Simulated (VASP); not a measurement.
A run of VASP 6.6.1:

INCAR

```
SYSTEM = Al
ALGO = Normal
EDIFF = 1E-6
ENCUT = 500
GGA = PS
GGA_COMPAT = .FALSE.
ISIF = 2
ISMEAR = 0
LASPH = .TRUE.
LCHARG = .FALSE.
LREAL = .FALSE.
LWAVE = .FALSE.
NBANDS = 8
NELM = 120
PREC = Accurate
SIGMA = 0.1
```

Contents of KPOINTS:

```
k-points
0
G
  18 18 18
  0 0 0
```

The input POSCAR:

```
Al
1.0
    0.0000000000      1.9665770447      1.9665770447
    1.9665770447      0.0000000000      1.9665770447
    1.9665770447      1.9665770447      0.0000000000
Al
1
Direct
    0.0000000000      0.0000000000      0.0000000000
```

Potentials or basis: VASP PAW PBE potentials, release 64 (Al).

The run is started by

```sh
$ cat potpaw_PBE.64/Al/POTCAR > POTCAR
$ mpirun -np 1 vasp_std > vasp.out
```

Hardware: 1 thread of AMD EPYC 9R45 96-Core Processor (Zen 5), on a shared host.

Question: How long does it take, and how much memory?

Answer: It took 8 s on 1 thread of AMD EPYC 9R45 96-Core Processor (Zen 5), with other jobs on the host, peak memory 0.1 GiB. Counts: scf iterations 9, k points 195.
